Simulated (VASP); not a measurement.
Y:

```
Y
1.0
     3.65354    0.00000    0.00000
    -1.82677    3.16406    0.00000
     0.00000    0.00000    5.69886
Y
2
Direct
  0.33333 0.66667 0.25000
  0.66667 0.33333 0.75000
```

Base run:

| Quantity | Value |
| --- | --- |
| Program | VASP 6.6.1 |
| Functional | PBE |
| Potentials or basis | VASP PAW PBE potentials, release 64 (Y_sv) |
| Cutoff | 520 eV |
| k mesh | 10 × 10 × 6 |
| Occupations | fermi-dirac, width 0.6 eV |
| Spin | no spin polarisation |

Its results: band gap on the k mesh zero (bands 11 and 12 overlap by 1.48 eV); pressure 2.5 GPa.

**Question.** The run is repeated on the same cell with these changes: occupations from fermi-dirac, width 0.6 eV to fermi-dirac, width 0.03 eV. What comes out?

**Answer.** Band gap on the k mesh zero (bands 11 and 12 overlap by 1.45 eV); pressure -0.3 GPa.

Caveats: so wide a smearing shifts energies and pressures (at least some runs).
